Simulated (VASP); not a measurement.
# BaTiO3 (Amm2) in VASP: a series of runs

The runs below take BaTiO3 through single point, with PBE+U.

Everything below comes from runs of VASP 6.6.1. Logs are shortened: lines on timing, memory, paths and dates and some standing lists are left out, and cuts for length are marked.

## Step 1: The cell of the first run

The structure is orthorhombic, space group Amm2 (No. 38). Conventional cell: a = 4.008 Å, b = 5.747 Å, c = 5.772 Å, α = 90.00°, β = 90.00°, γ = 90.00°. Within 3.1 Å of Ba (site symmetry mm2) lie 11 O at 2.34 to 2.92 Å. Within 2.5 Å of Ti (site symmetry mm2) lie 6 O at 1.89 to 2.19 Å. O (site symmetry mm2) has 2 Ti at 2.10 Å and 1 Ba at 2.34 Å and 4 O at 2.68 Å within 2.8 Å. Within 2.5 Å of O (site symmetry m) lie 2 Ti at 1.89 to 2.19 Å.

## Step 2: Single point, PBE+U (atom 3 (O) moved by (+0.000, -0.450) A along y and z)

INCAR reads:

```
PREC = Accurate
ENCUT = 520
EDIFF = 1E-6
ISMEAR = 0
SIGMA = 0.05
LREAL = False
LASPH = True
NELM = 150
ALGO = Normal
ISIF = 2
LWAVE = False
LCHARG = False
LMAXMIX = 4
LDAU = True
LDAUTYPE = 2
LDAUL = -1 2 -1
LDAUU = 0 4 0
LDAUJ = 0 0 0
LDAUPRINT = 1
GGA = PE
NBANDS = 28
```

KPOINTS reads:

```
Automatic mesh
0
Gamma
  6 6 6
```

POSCAR reads:

```
BaTiO3
1.0
    4.0082194129      0.0000000000      0.0000000000
    0.0000000000      2.8732814832      2.8859184405
    0.0000000000     -2.8732814832      2.8859184405
Ba Ti O
1 1 3
Direct
    0.0000000000      0.0080771898      0.0080771898
    0.5000000000      0.5197092923      0.5197092923
    0.0000000000      0.4136620450      0.4136620450
    0.5000000000      0.4938075436      0.9829991481
    0.5000000000      0.9829991481      0.4938075436
```

Potentials or basis: VASP PAW PBE potentials, release 64 (Ba_sv, Ti_sv, O).

On the command line:

```
$ cat potpaw_PBE.64/Ba_sv/POTCAR potpaw_PBE.64/Ti_sv/POTCAR potpaw_PBE.64/O/POTCAR > POTCAR
$ mpirun -np 1 vasp_std > vasp.out
```

OUTCAR:

```text
PREC = Accurate
   ENCUT = 520
   EDIFF = 1E-6
   ISMEAR = 0
   LREAL = False
   LASPH = True
   NELM = 150
   ISIF = 2
   GGA = PE

 ion  position               nearest neighbor table
   1  0.000  0.008  0.008-   3 2.34   4 2.82   5 2.82   4 2.82   5 2.82   5 2.90   4 2.90   5 2.90
                             4 2.90   3 2.92   3 2.92   2 3.46   2 3.46   2 3.50   2 3.50   2 3.50
   2  0.500  0.520  0.520-   4 1.89   5 1.89   3 2.10   3 2.10   5 2.19   4 2.19   1 3.46   1 3.46
                             1 3.50   1 3.50   1 3.50   1 3.50   1 3.57   1 3.57
   3  0.000  0.414  0.414-   2 2.10   2 2.10   1 2.34   1 2.92   1 2.92
   4  0.500  0.494  0.983-   2 1.89   2 2.19   1 2.82   1 2.82   1 2.90   1 2.90
   5  0.500  0.983  0.494-   2 1.89   2 2.19   1 2.82   1 2.82   1 2.90   1 2.90

  LATTYP: Found a base centered orthorhombic cell.
 ALAT       =     5.7465629664
 B/A-ratio  =     1.0043980923
 C/A-ratio  =     0.6974985633

  Lattice vectors:

 A1 = (   0.0000000000,   2.8732814832,  -2.8859184405)
 A2 = (   0.0000000000,   2.8732814832,   2.8859184405)
 A3 = (   4.0082194129,   0.0000000000,   0.0000000000)

Analysis of symmetry for initial positions (statically):
=====================================================================
 Subroutine PRICEL returns:
 Original cell was already a primitive cell.

 Routine SETGRP: Setting up the symmetry group for a
 base centered orthorhombic supercell.

 Subroutine GETGRP returns: Found  4 space group operations
 (whereof  4 operations were pure point group operations)
 out of a pool of  8 trial point group operations.

The static configuration has the point symmetry C_2v.

Analysis of symmetry for dynamics (positions and initial velocities):
=====================================================================
 Subroutine PRICEL returns:
 Original cell was already a primitive cell.

 Routine SETGRP: Setting up the symmetry group for a
 base centered orthorhombic supercell.

 Subroutine GETGRP returns: Found  4 space group operations
 (whereof  4 operations were pure point group operations)
 out of a pool of  8 trial point group operations.

The dynamic configuration has the point symmetry C_2v.

[... 154 lines left out ...]
  0.0000  0.2448  0.0000  0.0000  0.0000
  0.0000  0.0000  0.1319  0.0000 -0.0375
  0.0000  0.0000  0.0000  0.1183  0.0000
  0.0000  0.0000 -0.0375  0.0000  0.1965

spin component  2

  0.1091  0.0000  0.0000  0.0000  0.0000
  0.0000  0.2448  0.0000  0.0000  0.0000
  0.0000  0.0000  0.1319  0.0000 -0.0375
  0.0000  0.0000  0.0000  0.1183  0.0000
  0.0000  0.0000 -0.0375  0.0000  0.1965

 occupancies and eigenvectors

  o =  0.1091  v =  1.0000  0.0000  0.0000  0.0000  0.0000  0.0000  0.0000  0.0000  0.0000  0.0000      0.0000  0.0000  0.0000  0.0000  0.0000  0.0000  0.0000  0.0000  0.0000  0.0000
  o =  0.1091  v =  0.0000  0.0000  0.0000  0.0000  0.0000  1.0000  0.0000  0.0000  0.0000  0.0000      0.0000  0.0000  0.0000  0.0000  0.0000  0.0000  0.0000  0.0000  0.0000  0.0000
  o =  0.1147  v =  0.0000  0.0000 -0.9090  0.0000 -0.4167  0.0000  0.0000  0.0000  0.0000  0.0000      0.0000  0.0000  0.0000  0.0000  0.0000  0.0000  0.0000  0.0000  0.0000  0.0000
  o =  0.1147  v =  0.0000  0.0000  0.0000  0.0000  0.0000  0.0000  0.0000 -0.9090  0.0000 -0.4167      0.0000  0.0000  0.0000  0.0000  0.0000  0.0000  0.0000  0.0000  0.0000  0.0000
  o =  0.1183  v =  0.0000  0.0000  0.0000  1.0000  0.0000  0.0000  0.0000  0.0000  0.0000  0.0000      0.0000  0.0000  0.0000  0.0000  0.0000  0.0000  0.0000  0.0000  0.0000  0.0000
  o =  0.1183  v =  0.0000  0.0000  0.0000  0.0000  0.0000  0.0000  0.0000  0.0000  1.0000  0.0000      0.0000  0.0000  0.0000  0.0000  0.0000  0.0000  0.0000  0.0000  0.0000  0.0000
  o =  0.2137  v =  0.0000  0.0000  0.0000  0.0000  0.0000  0.0000  0.0000 -0.4167  0.0000  0.9090      0.0000  0.0000  0.0000  0.0000  0.0000  0.0000  0.0000  0.0000  0.0000  0.0000
  o =  0.2137  v =  0.0000  0.0000 -0.4167  0.0000  0.9090  0.0000  0.0000  0.0000  0.0000  0.0000      0.0000  0.0000  0.0000  0.0000  0.0000  0.0000  0.0000  0.0000  0.0000  0.0000
  o =  0.2448  v =  0.0000  0.0000  0.0000  0.0000  0.0000  0.0000  1.0000  0.0000  0.0000  0.0000      0.0000  0.0000  0.0000  0.0000  0.0000  0.0000  0.0000  0.0000  0.0000  0.0000
  o =  0.2448  v =  0.0000  1.0000  0.0000  0.0000  0.0000  0.0000  0.0000  0.0000  0.0000  0.0000      0.0000  0.0000  0.0000  0.0000  0.0000  0.0000  0.0000  0.0000  0.0000  0.0000

 number of electron      39.9999987 magnetization

 Free energy of the ion-electron system (eV)
  ---------------------------------------------------
  ext. energy  EPLUGINS =         0.00000000
  ---------------------------------------------------
  free energy    TOTEN  =       -36.59107825 eV

  energy without entropy =      -36.59107825  energy(sigma->0) =      -36.59107825

 E-fermi :   3.9824     XC(G=0): -11.0596

 val. band max:        3.7814628468   @ k =   0.5000   0.5000   0.5000
 cond. band min:       6.1211723406   @ k =   0.0000   0.0000   0.0000
 fundamental gap:      2.3397094938
 Fermi energy:         3.9824090259

 k-point     1 :       0.0000    0.0000    0.0000
  band No.  band energies     occupation
      1     -54.0510      2.00000
      2     -30.2336      2.00000
      3     -30.2253      2.00000
      4     -30.1948      2.00000
      5     -21.0842      2.00000
      6     -13.2213      2.00000
[... 733 lines left out ...]
     27      11.6415      0.00000
     28      12.2310      0.00000

 [... further k-points ...]
[... 5 lines left out ...]
  --------------------------------------------------------------------------------------
  -------------------------------------------------------------------------------------
  Total        0.4968073      1.6695900      4.1510673      0.0000000      0.0000000      0.0000000
  in kB       11.9744294     40.2417371    100.0522000      0.0000000      0.0000000      0.0000000
  external PRESSURE =      50.7561222 kB  Pullay stress =       0.0000000 kB

 VOLUME and BASIS-vectors are now :
 -----------------------------------------------------------------------------
  energy-cutoff  :      520.00
  volume of cell :       66.47
      direct lattice vectors                 reciprocal lattice vectors
     4.008219413  0.000000000  0.000000000     0.249487340  0.000000000  0.000000000
     0.000000000  2.873281483  2.885918440     0.000000000  0.174017061  0.173255070
     0.000000000 -2.873281483  2.885918440     0.000000000 -0.174017061  0.173255070

 POSITION                                       TOTAL-FORCE (eV/Angst)
 -----------------------------------------------------------------------------------
      0.00000      0.00000      0.04662         0.000000      0.000000     -1.533915
      2.00411      0.00000      2.99968         0.000000      0.000000     -1.395169
      0.00000      0.00000      2.38759         0.000000      0.000000      3.726357
      2.00411     -1.40559      4.26194         0.000000      0.638049     -0.398637
      2.00411      1.40559      4.26194         0.000000     -0.638049     -0.398637
 -----------------------------------------------------------------------------------
    total drift:                                0.000000      0.000001     -0.000595

  FREE ENERGIE OF THE ION-ELECTRON SYSTEM (eV)
  ---------------------------------------------------
  free  energy   TOTEN  =       -36.5910782537 eV

  energy  without entropy=      -36.5910782537  energy(sigma->0) =      -36.59107825
```

OSZICAR:

```text
N       E                     dE             d eps       ncg     rms          rms(c)
DAV:   1     0.440818272465E+03    0.44082E+03   -0.20840E+04  2912   0.153E+03
DAV:   2    -0.309305148697E+01   -0.44391E+03   -0.42394E+03  3368   0.429E+02
DAV:   3    -0.467333101047E+02   -0.43640E+02   -0.43294E+02  4008   0.135E+02
DAV:   4    -0.489511869012E+02   -0.22179E+01   -0.22124E+01  4516   0.252E+01
DAV:   5    -0.490199865521E+02   -0.68800E-01   -0.68789E-01  3980   0.343E+00    0.232E+01
DAV:   6    -0.365198107555E+02    0.12500E+02   -0.60196E+01  4576   0.690E+01    0.989E+00
DAV:   7    -0.367244277392E+02   -0.20462E+00   -0.10126E+01  3964   0.201E+01    0.610E+00
DAV:   8    -0.365726290532E+02    0.15180E+00   -0.10624E+00  3696   0.917E+00    0.269E+00
DAV:   9    -0.366113611064E+02   -0.38732E-01   -0.26555E-01  3704   0.327E+00    0.133E+00
DAV:  10    -0.365960962523E+02    0.15265E-01   -0.11346E-01  3728   0.275E+00    0.576E-01
DAV:  11    -0.365923824183E+02    0.37138E-02   -0.41055E-02  4368   0.159E+00    0.293E-01
DAV:  12    -0.365910736188E+02    0.13088E-02   -0.47246E-03  3640   0.626E-01    0.692E-02
DAV:  13    -0.365911215954E+02   -0.47977E-04   -0.13087E-03  4252   0.248E-01    0.666E-02
DAV:  14    -0.365910779911E+02    0.43604E-04   -0.28323E-04  3876   0.121E-01    0.101E-02
DAV:  15    -0.365910794932E+02   -0.15020E-05   -0.18923E-05  3704   0.269E-02    0.104E-02
DAV:  16    -0.365910785332E+02    0.95994E-06   -0.12419E-05  3436   0.346E-02    0.447E-03
DAV:  17    -0.365910782537E+02    0.27953E-06   -0.71748E-07  2280   0.771E-03
   1 F= -.36591078E+02 E0= -.36591078E+02  d E =-.126278E-10
```

stdout:

```text
POSCAR found type information on POSCAR BaTiO
 POSCAR found :  3 types and       5 ions
 scaLAPACK will be used
 LDA part: xc-table for (Slater+PW92), standard interpolation
 POSCAR, INCAR and KPOINTS ok, starting setup
 FFT: planning ... GRIDC
 FFT: planning ... GRID_SOFT
 FFT: planning ... GRID
 WAVECAR not read
 entering main loop
```

Wall time 3.3 min (1 thread of AMD EPYC 7R13, shared host); peak memory 0.21 GiB.

Results:

```yaml
Free_energy: -36.5911 eV
Pressure: 5.1 GPa
Largest_force: 3.726 eV/Å
Band_gap_on_the_k_mesh: 2.34 eV, indirect (least direct gap 2.98 eV)
```

Forces in eV/Å, atoms in the order of the input:
```
Ba   0.000  0.000 -1.534
Ti   0.000  0.000 -1.395
O    0.000  0.000  3.726
O    0.000  0.638 -0.399
O    0.000 -0.638 -0.399
```

Stress tensor (GPa, compression positive):
```
 1.20  0.00  0.00
 0.00  4.02  0.00
 0.00  0.00 10.01
```

Eigenvalues of the final occupation matrices:
| site | spin | trace | eigenvalues |
| --- | --- | --- | --- |
| site 2 d | 1 | 0.80 | 0.11 0.11 0.12 0.21 0.24 |
| site 2 d | 2 | 0.80 | 0.11 0.11 0.12 0.21 0.24 |

Caveat: the cell differs from its parent crystal (atom 3 (O) moved by (+0.000, -0.450) A along y and z); spin-orbit coupling is left out, which moves the levels of the heavy elements; forces of over 1 eV/Å act on the atoms, so gaps and moduli don't describe the material at rest. A k mesh can miss the band edges.

## Step 3: Single point, PBE+U (atom 3 (O) moved by (+0.000, +0.450) A along y and z)

INCAR reads:

```
ALGO     = Normal         # electronic algorithm
EDIFF    = 1E-7           # SCF threshold, eV
ENCUT    = 520            # plane-wave cutoff, eV
GGA      = PE             # functional
ISIF     = 2              # what is computed and relaxed
ISMEAR   = 0              # smearing method
LASPH    = T              # aspherical terms in the spheres
LCHARG   = F              # write CHGCAR
LDAU     = T              # DFT+U
LDAUJ    = 0 0 0        
LDAUL    = -1 2 -1        # shell
LDAUPRINT= 1            
LDAUTYPE = 2            
LDAUU    = 0 4 0          # U, eV
LMAXMIX  = 4              # l up to which the mixer works
LREAL    = F              # projectors in reciprocal space
LWAVE    = F              # write WAVECAR
NBANDS   = 28             # bands
NELM     = 150            # most SCF steps
PREC     = Accurate       # precision mode
SIGMA    = 0.05           # smearing width, eV
```

KPOINTS reads:

```
k-points
0
Gamma
  6 6 6
```

Changes to POSCAR since step 2:

```diff
@@ -10,3 +10,3 @@
     0.5000000000      0.5197092923      0.5197092923
-    0.0000000000      0.4136620450      0.4136620450
+    0.0000000000      0.5695916076      0.5695916076
     0.5000000000      0.4938075436      0.9829991481
```

Potentials or basis: VASP PAW PBE potentials, release 64 (Ba_sv, Ti_sv, O).

On the command line:

```
$ cat potpaw_PBE.64/Ba_sv/POTCAR potpaw_PBE.64/Ti_sv/POTCAR potpaw_PBE.64/O/POTCAR > POTCAR
$ mpirun -np 1 vasp_std > vasp.out
```

OUTCAR:

```text
EDIFF = 1E-7
   ENCUT = 520
   GGA = PE
   ISIF = 2
   ISMEAR = 0
   LASPH = T
   LREAL = F
   NELM = 150
   PREC = Accurate

 ion  position               nearest neighbor table
   1  0.000  0.008  0.008-   3 2.53   4 2.82   5 2.82   4 2.82   5 2.82   3 2.90   3 2.90   5 2.90
                             4 2.90   5 2.90   4 2.90   3 3.24   2 3.46   2 3.46   2 3.50   2 3.50
   2  0.500  0.520  0.520-   4 1.89   5 1.89   3 2.02   3 2.02   5 2.19   4 2.19   1 3.46   1 3.46
                             1 3.50   1 3.50   1 3.50   1 3.50   1 3.57   1 3.57
   3  0.000  0.570  0.570-   2 2.02   2 2.02   1 2.53   1 2.90   1 2.90   1 3.24
   4  0.500  0.494  0.983-   2 1.89   2 2.19   1 2.82   1 2.82   1 2.90   1 2.90
   5  0.500  0.983  0.494-   2 1.89   2 2.19   1 2.82   1 2.82   1 2.90   1 2.90

  LATTYP: Found a base centered orthorhombic cell.
 ALAT       =     5.7465629664
 B/A-ratio  =     1.0043980923
 C/A-ratio  =     0.6974985633

  Lattice vectors:

 A1 = (   0.0000000000,   2.8732814832,  -2.8859184405)
 A2 = (   0.0000000000,   2.8732814832,   2.8859184405)
 A3 = (   4.0082194129,   0.0000000000,   0.0000000000)

Analysis of symmetry for initial positions (statically):
=====================================================================
 Subroutine PRICEL returns:
 Original cell was already a primitive cell.

 Routine SETGRP: Setting up the symmetry group for a
 base centered orthorhombic supercell.

 Subroutine GETGRP returns: Found  4 space group operations
 (whereof  4 operations were pure point group operations)
 out of a pool of  8 trial point group operations.
[... 188 lines left out ...]
  o =  0.1024  v =  1.0000  0.0000  0.0000  0.0000  0.0000  0.0000  0.0000  0.0000  0.0000  0.0000      0.0000  0.0000  0.0000  0.0000  0.0000  0.0000  0.0000  0.0000  0.0000  0.0000
  o =  0.1024  v =  0.0000  0.0000  0.0000  0.0000  0.0000  1.0000  0.0000  0.0000  0.0000  0.0000      0.0000  0.0000  0.0000  0.0000  0.0000  0.0000  0.0000  0.0000  0.0000  0.0000
  o =  0.1170  v =  0.0000  0.0000 -0.8915  0.0000 -0.4529  0.0000  0.0000  0.0000  0.0000  0.0000      0.0000  0.0000  0.0000  0.0000  0.0000  0.0000  0.0000  0.0000  0.0000  0.0000
  o =  0.1170  v =  0.0000  0.0000  0.0000  0.0000  0.0000  0.0000  0.0000 -0.8915  0.0000 -0.4529      0.0000  0.0000  0.0000  0.0000  0.0000  0.0000  0.0000  0.0000  0.0000  0.0000
  o =  0.2399  v =  0.0000  0.0000  0.0000  0.0000  0.0000  0.0000  0.0000 -0.4529  0.0000  0.8915      0.0000  0.0000  0.0000  0.0000  0.0000  0.0000  0.0000  0.0000  0.0000  0.0000
  o =  0.2399  v =  0.0000  0.0000 -0.4529  0.0000  0.8915  0.0000  0.0000  0.0000  0.0000  0.0000      0.0000  0.0000  0.0000  0.0000  0.0000  0.0000  0.0000  0.0000  0.0000  0.0000
  o =  0.2441  v =  0.0000  0.0000  0.0000  0.0000  0.0000  0.0000  1.0000  0.0000  0.0000  0.0000      0.0000  0.0000  0.0000  0.0000  0.0000  0.0000  0.0000  0.0000  0.0000  0.0000
  o =  0.2441  v =  0.0000  1.0000  0.0000  0.0000  0.0000  0.0000  0.0000  0.0000  0.0000  0.0000      0.0000  0.0000  0.0000  0.0000  0.0000  0.0000  0.0000  0.0000  0.0000  0.0000

 number of electron      39.9999987 magnetization

 Free energy of the ion-electron system (eV)
  ---------------------------------------------------
  ext. energy  EPLUGINS =         0.00000000
  ---------------------------------------------------
  free energy    TOTEN  =       -36.77655757 eV

  energy without entropy =      -36.77655757  energy(sigma->0) =      -36.77655757

 E-fermi :   4.2596     XC(G=0): -11.0545

 val. band max:        3.9068303343   @ k =   0.5000   0.5000   0.5000
 cond. band min:       6.1599258050   @ k =   0.0000   0.0000   0.0000
 fundamental gap:      2.2530954707
 Fermi energy:         4.2596358034

 k-point     1 :       0.0000    0.0000    0.0000
  band No.  band energies     occupation
      1     -54.0353      2.00000
      2     -30.2230      2.00000
      3     -30.2139      2.00000
      4     -30.1845      2.00000
      5     -21.1706      2.00000
      6     -13.1800      2.00000
[... 733 lines left out ...]
     27      11.6640      0.00000
     28      12.0353      0.00000

 [... further k-points ...]
[... 5 lines left out ...]
  --------------------------------------------------------------------------------------
  -------------------------------------------------------------------------------------
  Total        2.3639150      2.0138263      1.6959451      0.0000000      0.0000000      0.0000000
  in kB       56.9768875     48.5387837     40.8769671      0.0000000      0.0000000      0.0000000
  external PRESSURE =      48.7975461 kB  Pullay stress =       0.0000000 kB

 VOLUME and BASIS-vectors are now :
 -----------------------------------------------------------------------------
  energy-cutoff  :      520.00
  volume of cell :       66.47
      direct lattice vectors                 reciprocal lattice vectors
     4.008219413  0.000000000  0.000000000     0.249487340  0.000000000  0.000000000
     0.000000000  2.873281483  2.885918440     0.000000000  0.174017061  0.173255070
     0.000000000 -2.873281483  2.885918440     0.000000000 -0.174017061  0.173255070

 POSITION                                       TOTAL-FORCE (eV/Angst)
 -----------------------------------------------------------------------------------
      0.00000      0.00000      0.04662         0.000000      0.000000      0.435759
      2.00411      0.00000      2.99968         0.000000      0.000000      0.019827
      0.00000      0.00000      3.28759         0.000000      0.000000     -2.494349
      2.00411     -1.40559      4.26194         0.000000     -1.322642      1.019381
      2.00411      1.40559      4.26194         0.000000      1.322642      1.019381
 -----------------------------------------------------------------------------------
    total drift:                                0.000000     -0.000000     -0.000294

  FREE ENERGIE OF THE ION-ELECTRON SYSTEM (eV)
  ---------------------------------------------------
  free  energy   TOTEN  =       -36.7765575679 eV

  energy  without entropy=      -36.7765575679  energy(sigma->0) =      -36.77655757
```

OSZICAR:

```text
N       E                     dE             d eps       ncg     rms          rms(c)
DAV:   1     0.440956566438E+03    0.44096E+03   -0.20838E+04  2912   0.153E+03
DAV:   2    -0.347228133017E+01   -0.44443E+03   -0.42441E+03  3392   0.429E+02
DAV:   3    -0.469806675883E+02   -0.43508E+02   -0.43205E+02  4116   0.134E+02
[... 10 lines left out ...]
DAV:  14    -0.367765608853E+02   -0.65568E-05   -0.11849E-04  3480   0.878E-02    0.201E-02
DAV:  15    -0.367765613139E+02   -0.42863E-06   -0.15210E-05  3736   0.369E-02    0.157E-02
DAV:  16    -0.367765577971E+02    0.35168E-05   -0.22809E-05  4136   0.315E-02    0.522E-03
DAV:  17    -0.367765578742E+02   -0.77147E-07   -0.40120E-06  3668   0.205E-02    0.502E-03
DAV:  18    -0.367765575800E+02    0.29416E-06   -0.53138E-07  3132   0.712E-03    0.144E-03
DAV:  19    -0.367765575679E+02    0.12090E-07   -0.58981E-08  2280   0.228E-03
   1 F= -.36776558E+02 E0= -.36776558E+02  d E =-.311166E-25
```

Wall time 3.9 min (1 thread of AMD EPYC 7R13, shared host); peak memory 0.21 GiB.

What came out:

```yaml
Free_energy: -36.7766 eV
Pressure: 4.9 GPa
Largest_force: 2.494 eV/Å
Band_gap_on_the_k_mesh: 2.25 eV, indirect (least direct gap 2.57 eV)
```

Forces in eV/Å, atoms in the order of the input:
```
Ba   0.000  0.000  0.436
Ti   0.000  0.000  0.020
O    0.000  0.000 -2.494
O    0.000 -1.323  1.019
O    0.000  1.323  1.019
```

Eigenvalues of the final occupation matrices:
```csv
site,spin,trace,eigenvalues
site 2 d,1,0.80,0.10 0.10 0.12 0.24 0.24
site 2 d,2,0.80,0.10 0.10 0.12 0.24 0.24
```

Caveat: the cell differs from its parent crystal (atom 3 (O) moved by (+0.000, +0.450) A along y and z); spin-orbit coupling is left out, which moves the levels of the heavy elements; forces of over 1 eV/Å act on the atoms, so gaps and moduli don't describe the material at rest. A k mesh can miss the band edges.
